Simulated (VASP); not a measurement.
# Si3C2 (I4/mmm) in VASP: a series of runs, part 2 of 2

VASP 6.6.1. The steps go on from the part before.

## Step 3: Single point, PBE

This run uses another cell than the first one, of 14.24 Å³/atom.

Input file INCAR:

```
PREC     = Accurate       # precision mode
ENCUT    = 520            # plane-wave cutoff, eV
EDIFF    = 1E-7           # SCF threshold, eV
ISMEAR   = 0              # smearing method
SIGMA    = 0.1            # smearing width, eV
LREAL    = F              # projectors in reciprocal space
LASPH    = T              # aspherical terms in the spheres
NELM     = 60             # most SCF steps
ALGO     = Normal         # electronic algorithm
ISIF     = 2              # what is computed and relaxed
LWAVE    = F              # write WAVECAR
LCHARG   = F              # write CHGCAR
GGA      = PE             # functional
NBANDS   = 18             # bands
```

Input file KPOINTS:

```
Automatic mesh
0
Gamma
  8 8 8
```

Input file POSCAR:

```
Si3C2
1.0
   -1.3604362900      1.3604362900      9.6197372700
    1.3604362900     -1.3604362900      9.6197372700
    1.3604362900      1.3604362900     -9.6197372700
Si C
3 2
Direct
    0.5000000000      0.5000000000      0.0000000000
    0.7000000000      0.7000000000      0.0000000000
    0.3000000000      0.3000000000      0.0000000000
    0.9000000000      0.9000000000      0.0000000000
    0.1000000000      0.1000000000      0.0000000000
```

Potentials or basis: VASP PAW PBE potentials, release 64 (Si, C).

Launch:

```console
> cat potpaw_PBE.64/Si/POTCAR potpaw_PBE.64/C/POTCAR > POTCAR
> mpirun -np 1 vasp_std > vasp.out
```

OUTCAR:

```text
PREC = Accurate
   ENCUT = 520
   EDIFF = 1E-7
   ISMEAR = 0
   LREAL = F
   LASPH = T
   NELM = 60
   ISIF = 2
   GGA = PE

 ion  position               nearest neighbor table
   1  0.500  0.500  0.000-
   2  0.700  0.700  0.000-   3 2.72   3 2.72   3 2.72   3 2.72
   3  0.300  0.300  0.000-   2 2.72   2 2.72   2 2.72   2 2.72
   4  0.900  0.900  0.000-
   5  0.100  0.100  0.000-

  LATTYP: Found a body centered tetragonal cell.
 ALAT       =     2.7208725800
 C/A-ratio  =     7.0710678190

  Lattice vectors:

 A1 = (  -1.3604362900,   1.3604362900,   9.6197372700)
 A2 = (   1.3604362900,  -1.3604362900,   9.6197372700)
 A3 = (   1.3604362900,   1.3604362900,  -9.6197372700)

Analysis of symmetry for initial positions (statically):
=====================================================================
 Subroutine PRICEL returns:
 Original cell was already a primitive cell.

 Routine SETGRP: Setting up the symmetry group for a
 body centered tetragonal supercell.

[... 168 lines left out ...]
  ---------------------------------------------------
  free energy    TOTEN  =       -23.72624147 eV

  energy without entropy =      -23.71507904  energy(sigma->0) =      -23.72066026

 E-fermi :   6.7968     XC(G=0): -10.6784

 val. band max:        6.7834913221   @ k =  -0.3750   0.1250  -0.0000
 cond. band min:       6.8267002782   @ k =   0.5000   0.2500   0.1250
 fundamental gap:      0.0432089561
 Fermi energy:         6.7968397777

 k-point     1 :       0.0000    0.0000    0.0000
  band No.  band energies     occupation
      1      -6.9572      2.00000
      2      -5.4586      2.00000
      3      -5.3833      2.00000
      4      -1.3312      2.00000
      5      -0.8447      2.00000
      6       5.2055      2.00000
[... 481 lines left out ...]
      5       0.6804      2.00000
      6       2.2293      2.00000
[... 10 lines left out ...]
     17      10.0702      0.00000
     18      10.7557      0.00000

 [... further k-points ...]
[... 5 lines left out ...]
  --------------------------------------------------------------------------------------
  -------------------------------------------------------------------------------------
  Total       -5.8157872     -5.8157872     -9.5090591      0.0000000     -0.0000000     -0.0000000
  in kB     -130.8396785   -130.8396785   -213.9284340      0.0000000     -0.0000000     -0.0000000
  external PRESSURE =    -158.5359303 kB  Pullay stress =       0.0000000 kB

 VOLUME and BASIS-vectors are now :
 -----------------------------------------------------------------------------
  energy-cutoff  :      520.00
  volume of cell :       71.22
      direct lattice vectors                 reciprocal lattice vectors
    -1.360436290  1.360436290  9.619737270     0.000000000  0.367529155  0.051976471
     1.360436290 -1.360436290  9.619737270     0.367529155  0.000000000  0.051976471
     1.360436290  1.360436290 -9.619737270     0.367529155  0.367529155  0.000000000

 POSITION                                       TOTAL-FORCE (eV/Angst)
 -----------------------------------------------------------------------------------
      0.00000      0.00000      9.61974        -0.000000     -0.000000     -0.000000
      0.00000      0.00000     13.46763         0.000000      0.000000     -1.420627
      0.00000      0.00000      5.77184        -0.000000     -0.000000      1.420627
      0.00000      0.00000     17.31553        -0.000000     -0.000000     -0.160814
      0.00000      0.00000      1.92395        -0.000000     -0.000000      0.160814
 -----------------------------------------------------------------------------------
    total drift:                               -0.000000     -0.000000      0.000000

  FREE ENERGIE OF THE ION-ELECTRON SYSTEM (eV)
  ---------------------------------------------------
  free  energy   TOTEN  =       -23.7262414707 eV

  energy  without entropy=      -23.7150790416  energy(sigma->0) =      -23.72066026
```

OSZICAR:

```text
N       E                     dE             d eps       ncg     rms          rms(c)
DAV:   1     0.353122845456E+02    0.35312E+02   -0.84214E+03  2124   0.958E+02
DAV:   2    -0.207931280764E+02   -0.56105E+02   -0.53811E+02  2832   0.141E+02
DAV:   3    -0.239858134444E+02   -0.31927E+01   -0.30987E+01  2792   0.288E+01
DAV:   4    -0.240347688564E+02   -0.48955E-01   -0.48279E-01  2828   0.381E+00
DAV:   5    -0.240353157466E+02   -0.54689E-03   -0.54642E-03  2756   0.388E-01    0.429E+00
DAV:   6    -0.237824165061E+02    0.25290E+00   -0.10612E+00  2848   0.444E+00    0.249E+00
DAV:   7    -0.237398801507E+02    0.42536E-01   -0.28522E-01  2784   0.259E+00    0.125E+00
DAV:   8    -0.237272355659E+02    0.12645E-01   -0.61313E-02  2778   0.128E+00    0.302E-01
DAV:   9    -0.237263113867E+02    0.92418E-03   -0.80923E-03  2778   0.476E-01    0.176E-01
DAV:  10    -0.237262378461E+02    0.73541E-04   -0.82789E-04  2516   0.158E-01    0.921E-02
DAV:  11    -0.237262459646E+02   -0.81185E-05   -0.12880E-04  2894   0.613E-02    0.248E-02
DAV:  12    -0.237262410674E+02    0.48972E-05   -0.31209E-05  2418   0.274E-02    0.812E-03
DAV:  13    -0.237262414595E+02   -0.39215E-06   -0.24911E-06  2814   0.888E-03    0.210E-03
DAV:  14    -0.237262414707E+02   -0.11222E-07   -0.18142E-07  1904   0.255E-03
   1 F= -.23726241E+02 E0= -.23720660E+02  d E =-.111624E-01
```

stdout:

```text
POSCAR found type information on POSCAR SiC
 POSCAR found :  2 types and       5 ions
 scaLAPACK will be used
 LDA part: xc-table for (Slater+PW92), standard interpolation
 POSCAR, INCAR and KPOINTS ok, starting setup
 FFT: planning ... GRIDC
 FFT: planning ... GRID_SOFT
 FFT: planning ... GRID
 WAVECAR not read
 entering main loop
```

Wall time 13 min (1 thread of Intel Xeon Platinum 8175M at 2.50GHz (Skylake/Cascade Lake), shared host); peak memory 0.89 GiB.

Results:

```
Free energy            : -23.7262 eV
Pressure               : -15.9 GPa
Largest force          : 1.421 eV/Å
Band gap on the k mesh : zero (bands 10 and 11 overlap by 4.13 eV)
```

Forces in eV/Å, atoms in the order of the input:
```
Si   0.000  0.000  0.000
Si   0.000  0.000 -1.421
Si   0.000  0.000  1.421
C    0.000  0.000 -0.161
C    0.000  0.000  0.161
```

Caveat: the stress differs along the axes, from -21 to -13 GPa; forces of over 1 eV/Å act on the atoms, so gaps and moduli don't describe the material at rest.

The gap in the log of VASP goes by the Fermi energy; the results here count the filled bands.